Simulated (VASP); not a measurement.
Here is a VASP 6.6.1 calculation.

Contents of INCAR:

```
ALGO = Normal
EDIFF = 1E-7
ENCUT = 520
GGA = PE
ISIF = 2
ISMEAR = 0
LASPH = True
LCHARG = False
LREAL = False
LWAVE = False
NBANDS = 20
NELM = 60
PREC = Accurate
SIGMA = 0.1
```

The input KPOINTS:

```
k-points
0
Gamma
  4 4 4
```

The input POSCAR:

```
BeAlS3
1.0
    4.3325021100      0.0000000000      0.0000000000
    0.0000000000      4.3325021100      0.0000000000
    0.0000000000      0.0000000000      4.3325021100
Be Al S
1 1 3
Direct
    0.5000000000      0.5000000000      0.5000000000
    0.0000000000      0.0000000000      0.0000000000
    0.0000000000      0.5000000000      0.5000000000
    0.5000000000      0.0000000000      0.5000000000
    0.5000000000      0.5000000000      0.0000000000
```

Potentials or basis: VASP PAW PBE potentials, release 64 (Be, Al, S).

The run is started by

```bash
$ cat potpaw_PBE.64/Be/POTCAR potpaw_PBE.64/Al/POTCAR potpaw_PBE.64/S/POTCAR > POTCAR
$ mpirun -np 1 vasp_std > vasp.out
```

**Question.** What does it give for the pressure?

**Answer.** 0.1 GPa.

Caveat: the k points lie up to 0.36 Å⁻¹ apart.
